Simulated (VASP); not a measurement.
# Ti3W2 (P6/mmm) in VASP: further runs, part 3 of 3

VASP 6.6.1.

## Step 5: Single point, PBE

This run uses another cell than the first one, of 23.91 Å³/atom.

INCAR

```
SYSTEM = Ti3W2
ALGO = Fast
EDIFF = 1E-6
ENCUT = 520
GGA = PE
ISIF = 2
ISMEAR = 0
LASPH = .TRUE.
LCHARG = .FALSE.
LREAL = .FALSE.
LWAVE = .FALSE.
NBANDS = 40
NELM = 60
PREC = Accurate
SIGMA = 0.1
```

KPOINTS

```
k-points
0
G
  12 12 8
  0 0 0
```

POSCAR

```
Ti3W2
1.0
    5.3086766194      0.0000000000      0.0000000000
   -2.6543383097      4.5974488128      0.0000000000
    0.0000000000      0.0000000000      4.8975549456
Ti W
3 2
Direct
    0.5000000000      0.0000000000      0.5000000000
    0.0000000000      0.5000000000      0.5000000000
    0.5000000000      0.5000000000      0.5000000000
    0.0000000000      0.0000000000      0.2684912482
    0.0000000000      0.0000000000      0.7315087518
```

Potentials or basis: VASP PAW PBE potentials, release 64 (Ti_sv, W_sv).

The run is started by

```sh
$ cat potpaw_PBE.64/Ti_sv/POTCAR potpaw_PBE.64/W_sv/POTCAR > POTCAR
$ mpirun -np 1 vasp_std > vasp.out
```

OUTCAR:

```text
SYSTEM = Ti3W2
   EDIFF = 1E-6
   ENCUT = 520
   GGA = PE
   ISIF = 2
   ISMEAR = 0
   LASPH = .TRUE.
   LREAL = .FALSE.
   NELM = 60
   PREC = Accurate

 ion  position               nearest neighbor table
   1  0.500  0.000  0.500-   2 2.65   3 2.65   3 2.65   2 2.65   4 2.89   4 2.89   5 2.89   5 2.89

   2  0.000  0.500  0.500-   1 2.65   1 2.65   3 2.65   3 2.65   4 2.89   5 2.89   4 2.89   5 2.89

   3  0.500  0.500  0.500-   1 2.65   1 2.65   2 2.65   2 2.65   4 2.89   5 2.89   4 2.89   5 2.89

   4  0.000  0.000  0.268-   5 2.27   5 2.63   2 2.89   3 2.89   2 2.89   3 2.89   1 2.89   1 2.89

   5  0.000  0.000  0.732-   4 2.27   4 2.63   3 2.89   2 2.89   2 2.89   3 2.89   1 2.89   1 2.89

  LATTYP: Found a hexagonal cell.
 ALAT       =     5.3086766194
 C/A-ratio  =     0.9225566552

  Lattice vectors:

 A1 = (   5.3086766194,   0.0000000000,   0.0000000000)
 A2 = (  -2.6543383097,   4.5974488128,   0.0000000000)
 A3 = (   0.0000000000,   0.0000000000,   4.8975549456)

Analysis of symmetry for initial positions (statically):
=====================================================================
 Subroutine PRICEL returns:
 Original cell was already a primitive cell.

 Routine SETGRP: Setting up the symmetry group for a
 hexagonal supercell.

 Subroutine GETGRP returns: Found 24 space group operations
 (whereof 24 operations were pure point group operations)
 out of a pool of 24 trial point group operations.

The static configuration has the point symmetry D_6h.

Analysis of symmetry for dynamics (positions and initial velocities):
=====================================================================
 Subroutine PRICEL returns:
 Original cell was already a primitive cell.

 Routine SETGRP: Setting up the symmetry group for a
 hexagonal supercell.

 Subroutine GETGRP returns: Found 24 space group operations
 (whereof 24 operations were pure point group operations)
 out of a pool of 24 trial point group operations.

[... 128 lines left out ...]
  Fermi-wavevector in a.u.,A,eV,Ry     =   1.329354  2.512115 24.043973  1.767182
  Thomas-Fermi vector in A             =   2.458523
   LORBIT       =      0    0 simple, 1 ext, 2 COOP (PROOUT), +10 PAW based schemes
   GGA     = PE    functional components
   LHFCALC =     F    Hartree Fock is set to
   AEXX    =    0.0000 exact exchange contribution
   IVDW    =     0    specifies the selected vdW correction
   LEPSILON=     F    determine dielectric tensor
   LRPA    =     F    only Hartree local field effects (RPA)
 non-spin polarized calculation
 RMM-DIIS sequential band-by-band and
 Gauss-broadening in eV      SIGMA  =   0.10
  energy-cutoff  :      520.00
  volume of cell :      119.53
 maximum number of plane-waves:      3244
 NGX is ok and might be reduce to    40
   NGX = 19   NGY = 19   NGZ = 19

 number of electron      64.0000006 magnetization

 Free energy of the ion-electron system (eV)
  ---------------------------------------------------
  ext. energy  EPLUGINS =         0.00000000
  ---------------------------------------------------
  free energy    TOTEN  =       -42.54278121 eV

  energy without entropy =      -42.50699576  energy(sigma->0) =      -42.52488848

 E-fermi :   5.2896     XC(G=0): -10.1267

 val. band max:        5.2862213049   @ k =   0.1667   0.1667   0.2500
 cond. band min:       5.3072749112   @ k =   0.1667   0.1667   0.1250
 fundamental gap:      0.0210536063
 Fermi energy:         5.2896212481

 k-point     1 :       0.0000    0.0000    0.0000
  band No.  band energies     occupation
      1     -68.3939      2.00000
      2     -68.0937      2.00000
      3     -51.4979      2.00000
      4     -51.3291      2.00000
      5     -51.3291      2.00000
      6     -34.0165      2.00000
[... 1021 lines left out ...]
     39       7.0183      0.00000
     40       7.1759      0.00000

 [... further k-points ...]

------------------------ aborting loop because EDIFF is reached ----------------------------------------

  FORCE on cell =-STRESS in cart. coord.  units (eV):
  Direction    XX          YY          ZZ          XY          YZ          ZX
  --------------------------------------------------------------------------------------
  -------------------------------------------------------------------------------------
  Total       -0.0774214     -0.0774214      0.7203186      0.0000000      0.0000000      0.0000000
  in kB       -1.0377408     -1.0377408      9.6550102      0.0000000      0.0000000      0.0000000
  external PRESSURE =       2.5265095 kB  Pullay stress =       0.0000000 kB

 VOLUME and BASIS-vectors are now :
 -----------------------------------------------------------------------------
  energy-cutoff  :      520.00
  volume of cell :      119.53
      direct lattice vectors                 reciprocal lattice vectors
     5.308676619  0.000000000  0.000000000     0.188370864  0.108755969  0.000000000
    -2.654338310  4.597448813  0.000000000     0.000000000  0.217511938  0.000000000
     0.000000000  0.000000000  4.897554946     0.000000000  0.000000000  0.204183518

 POSITION                                       TOTAL-FORCE (eV/Angst)
 -----------------------------------------------------------------------------------
      2.65434      0.00000      2.44878         0.000000     -0.000000      0.000000
     -1.32717      2.29872      2.44878         0.000000     -0.000000      0.000000
      1.32717      2.29872      2.44878         0.000000     -0.000000      0.000000
      0.00000      0.00000      1.31495        -0.000000     -0.000000     -0.246940
      0.00000      0.00000      3.58260        -0.000000      0.000000      0.246940
 -----------------------------------------------------------------------------------
    total drift:                               -0.000000      0.000000     -0.000000

  FREE ENERGIE OF THE ION-ELECTRON SYSTEM (eV)
  ---------------------------------------------------
  free  energy   TOTEN  =       -42.5427812082 eV

  energy  without entropy=      -42.5069957618  energy(sigma->0) =      -42.52488848
```

OSZICAR:

```text
N       E                     dE             d eps       ncg     rms          rms(c)
DAV:   1     0.889477916844E+03    0.88948E+03   -0.35390E+04  7600   0.184E+03
DAV:   2     0.483488977554E+02   -0.84113E+03   -0.82177E+03  7680   0.591E+02
DAV:   3    -0.360173996540E+02   -0.84366E+02   -0.79950E+02 12464   0.164E+02
[... 31 lines left out ...]
RMM:  35    -0.425427783964E+02   -0.14473E-05   -0.18084E-05  7843   0.165E-02    0.153E-03
RMM:  36    -0.425427793564E+02   -0.95998E-06   -0.15460E-05  8010   0.157E-02    0.154E-03
RMM:  37    -0.425427800076E+02   -0.65116E-06   -0.12078E-05  7241   0.148E-02    0.154E-03
RMM:  38    -0.425427806952E+02   -0.68762E-06   -0.11592E-05  7294   0.143E-02    0.152E-03
RMM:  39    -0.425427812082E+02   -0.51295E-06   -0.96685E-06  7159   0.138E-02
   1 F= -.42542781E+02 E0= -.42524888E+02  d E =-.357854E-01
```

stdout:

```text
POSCAR found type information on POSCAR TiW
 POSCAR found :  2 types and       5 ions
 scaLAPACK will be used
 LDA part: xc-table for (Slater+PW92), standard interpolation
 POSCAR, INCAR and KPOINTS ok, starting setup
 FFT: planning ... GRIDC
 FFT: planning ... GRID_SOFT
 FFT: planning ... GRID
 WAVECAR not read
 entering main loop
WARNING in EDDRMM: call to ZHEGV failed, returncode =   8  4     22
WARNING in EDDRMM: call to ZHEGV failed, returncode =   8  4     14
WARNING in EDDRMM: call to ZHEGV failed, returncode =   8  4     35
WARNING in EDDRMM: call to ZHEGV failed, returncode =   6  3      6
WARNING in EDDRMM: call to ZHEGV failed, returncode =   8  4      8
WARNING in EDDRMM: call to ZHEGV failed, returncode =   8  4     18
WARNING in EDDRMM: call to ZHEGV failed, returncode =   6  3     10
WARNING in EDDRMM: call to ZHEGV failed, returncode =   6  3     18
WARNING in EDDRMM: call to ZHEGV failed, returncode =   6  3     23
WARNING in EDDRMM: call to ZHEGV failed, returncode =   8  4     36
WARNING in EDDRMM: call to ZHEGV failed, returncode =   6  3     12
WARNING in EDDRMM: call to ZHEGV failed, returncode =   8  4     16
WARNING in EDDRMM: call to ZHEGV failed, returncode =   6  3     34
WARNING in EDDRMM: call to ZHEGV failed, returncode =   8  4     14
WARNING in EDDRMM: call to ZHEGV failed, returncode =   8  4     13
WARNING in EDDRMM: call to ZHEGV failed, returncode =   6  3      8
WARNING in EDDRMM: call to ZHEGV failed, returncode =   6  3     30
WARNING in EDDRMM: call to ZHEGV failed, returncode =   8  4     12
WARNING in EDDRMM: call to ZHEGV failed, returncode =   6  3     21
WARNING in EDDRMM: call to ZHEGV failed, returncode =   6  3     26
WARNING in EDDRMM: call to ZHEGV failed, returncode =   6  3     23
WARNING in EDDRMM: call to ZHEGV failed, returncode =   6  3     30
```

Wall time 11 min (1 thread of Intel Xeon 6975P-C (Granite Rapids), shared host); peak memory 0.49 GiB.

Results:

```
Free energy            : -42.5428 eV
Pressure               : 0.3 GPa
Largest force          : 0.247 eV/Å
Band gap on the k mesh : zero (bands 32 and 33 overlap by 0.68 eV)
```

Forces on the atoms (eV/Å):
```
Ti   0.000  0.000  0.000
Ti   0.000  0.000  0.000
Ti   0.000  0.000  0.000
W    0.000  0.000 -0.247
W    0.000  0.000  0.247
```

Stress tensor (GPa, compression positive):
```
-0.10  0.00  0.00
 0.00 -0.10  0.00
 0.00  0.00  0.97
```

Caveat: spin-orbit coupling is left out, which moves the levels of the heavy elements.

## Step 6: Overview

```tsv
task	cell	k mesh	cutoff (eV)	gap on the mesh (eV)	pressure (GPa)	largest force (eV/Å)
single point	a = 4.016, b = 4.016, c = 6.416 Å, angles 90.0, 90.0, 120.0°, 5 atoms, atomic positions A	6 × 6 × 4	520	none	34.0	1.56
single point	a = 5.300, b = 5.300, c = 4.957 Å, angles 90.0, 90.0, 120.0°, 5 atoms, atomic positions B	6 × 6 × 4	520	none	0.2	0.25
relaxation of cell and atoms	relaxed from a = 4.016, b = 4.016, c = 6.416 Å, angles 90.0, 90.0, 120.0°, 5 atoms, atomic positions A	6 × 6 × 4	600	none	0.0	0.03
single point	a = 5.309, b = 5.309, c = 4.898 Å, angles 90.0, 90.0, 120.0°, 5 atoms, atomic positions B	12 × 12 × 8	520	none	0.3	0.25
```

Alike in all rows: level PBE; potentials or basis VASP PAW PBE potentials, release 64 (Ti_sv, W_sv); no spin polarisation; smearing gaussian 0.1 eV.

Caveats: spin-orbit coupling is left out, which moves the levels of the heavy elements; atoms lie so close that the PAW spheres overlap strongly, which falsifies energies and pressures (at least some runs); the cell stands under pressure (at least some runs); forces of over 1 eV/Å act on the atoms, so gaps and moduli don't describe the material at rest (at least some runs); the volume moved by over 15 % at a fixed basis, so the end points are rough (at least some runs).

Total energies depend on the potentials used, so only differences within one code and one set of settings carry meaning.
